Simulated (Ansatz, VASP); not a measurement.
# Two plane-wave programs on Be2Sb

Contents of INCAR:

```
SYSTEM = Be2Sb
PREC = Accurate
ENCUT = 600
EDIFF = 1E-6
ISMEAR = 0
SIGMA = 0.1
LREAL = .False.
LASPH = .True.
NELM = 100
ALGO = Fast
ISIF = 3
LWAVE = .False.
LCHARG = .False.
GGA = PE
IBRION = 2
NSW = 100
EDIFFG = -0.01
```

File KPOINTS:

```
Automatic mesh
0
Gamma
  14 14 14
  0 0 0
```

Contents of POSCAR:

```
Be2Sb
1.0
   -2.2724020999      2.2927060613      2.3734674578
    2.2724020999     -2.2927060613      2.3734674578
    2.2724020999      2.2927060613     -2.3734674578
Be Sb
2 1
Direct
    0.2565433121      0.5000000000      0.7565433121
    0.7434566879      0.5000000000      0.2434566879
    0.0000000000      0.0000000000      0.0000000000
```

Input for Ansatz:

```yaml
crystal:
  lattice:
    - [-2.2724020999, 2.2927060613, 2.3734674578]
    - [2.2724020999, -2.2927060613, 2.3734674578]
    - [2.2724020999, 2.2927060613, -2.3734674578]
  atoms:
    - { symbol: Be, position: [0.2565433121, 0.5, 0.7565433121] }
    - { symbol: Be, position: [0.7434566879, 0.5, 0.2434566879] }
    - { symbol: Sb, position: [0.0, 0.0, 0.0] }
basis:
  ecutwfc: 420
kpoints:
  mp_grid: { grid: [14, 14, 14] }
hamiltonian:
  xc: pbe
scf:
  occupations: { method: gaussian, width: 0.1 }
output:
  forces: true
  stress: true
  eigenvalues: true
relax:
  adjacent_minimum: "off"
  f_tol: 0.01
  max_steps: 80
  cell: { stress_tol: 0.05 }
```

Alike in both runs: task relaxation of cell and atoms; functional PBE; k mesh 14 × 14 × 14; occupations gaussian, width 0.1 eV; no spin polarisation.

|  | VASP | Ansatz |
| --- | --- | --- |
| version | VASP 6.6.1 | Ansatz 0.2.0 |
| potentials or method | VASP PAW PBE potentials, release 64 (Be, Sb), cutoff 600 eV | scalar-relativistic, plane waves, PAW |
| valence electrons in the cell | 9 | 19 |

Ansatz gave:

| Quantity | Value |
| --- | --- |
| gap on the k mesh at the Fermi level, each at its own relaxed structure (eV) | none |
| relaxed volume (Å³/atom) | 16.44 |
| relaxed cell length with the largest relative difference (Å) | 4.002 |

**Question.** What did VASP give for the same quantities?

**Answer.** gap on the k mesh at the Fermi level, each at its own relaxed structure (eV): none; relaxed volume (Å³/atom): 16.51; relaxed cell length with the largest relative difference (Å): 4.007.

A gap of «none» marks a metal or a gap that the smearing closes. VASP's potentials hold 9 valence electrons a cell and Ansatz's 19, so a difference there can come from the potentials and not from the codes.

Neither program's run includes spin-orbit coupling.
